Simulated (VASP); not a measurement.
TaSi2:

```xyz
9
Lattice="4.7686 0.0000 0.0000 -2.3843 4.1298 0.0000 0.0000 0.0000 6.5214" Properties=species:S:1:pos:R:3 pbc="T T T"
Ta   -1.1922    2.0649    1.0869
Ta    1.1922    2.0649    5.4345
Ta    2.3843    0.0000    3.2607
Si    2.3843    2.8197    3.2607
Si   -1.2497    3.4747    5.4345
Si    1.2497    3.4747    1.0869
Si    0.0000    1.3101    3.2607
Si    3.6341    0.6550    5.4345
Si    1.1346    0.6550    1.0869
```

```yaml
Program: VASP 6.6.1
Task: relaxation of cell and atoms
Functional: PBE
Potentials_or_basis: VASP PAW PBE potentials, release 64 (Ta_pv, Si)
Cutoff: 600 eV
k_mesh: 6 × 6 × 4
Occupations: gaussian, width 0.1 eV
Spin: no spin polarisation
```

At the start: pressure 5.6 GPa; volume 14.27 Å³/atom.

Q: How do energy, volume and symmetry change on relaxing?

A: Over 5 steps the energy falls by 7.3 meV/atom and the volume is 14.66 Å³/atom (+2.8 %); space group P6_222 (No. 180, to 0.05 Å).

Step by step:
```
step  energy change (eV)  largest force (eV/Å)  pressure (GPa)  volume (Å³)
   1              0.0000                0.0494            5.57       128.43
   2              0.0860                0.0542           -7.52       137.87
   3             -0.0651                0.0501           -0.09       132.07
   4             -0.0651                0.0500            0.02       132.00
   5             -0.0656                0.0235            0.03       131.98
```

Final structure:
```yaml
crystal:
  lattice:
    - [4.80355, 0.00000, 0.00000]
    - [-2.40177, 4.15999, 0.00000]
    - [0.00000, 0.00000, 6.60461]
  atoms:
    - { symbol: Ta, position: [0.00000, 0.50000, 0.16667] }
    - { symbol: Ta, position: [0.50000, 0.50000, 0.83333] }
    - { symbol: Ta, position: [0.50000, 0.00000, 0.50000] }
    - { symbol: Si, position: [0.84102, 0.68203, 0.50000] }
    - { symbol: Si, position: [0.15898, 0.84102, 0.83333] }
    - { symbol: Si, position: [0.68203, 0.84102, 0.16667] }
    - { symbol: Si, position: [0.15898, 0.31797, 0.50000] }
    - { symbol: Si, position: [0.84102, 0.15898, 0.83333] }
    - { symbol: Si, position: [0.31797, 0.15898, 0.16667] }
```
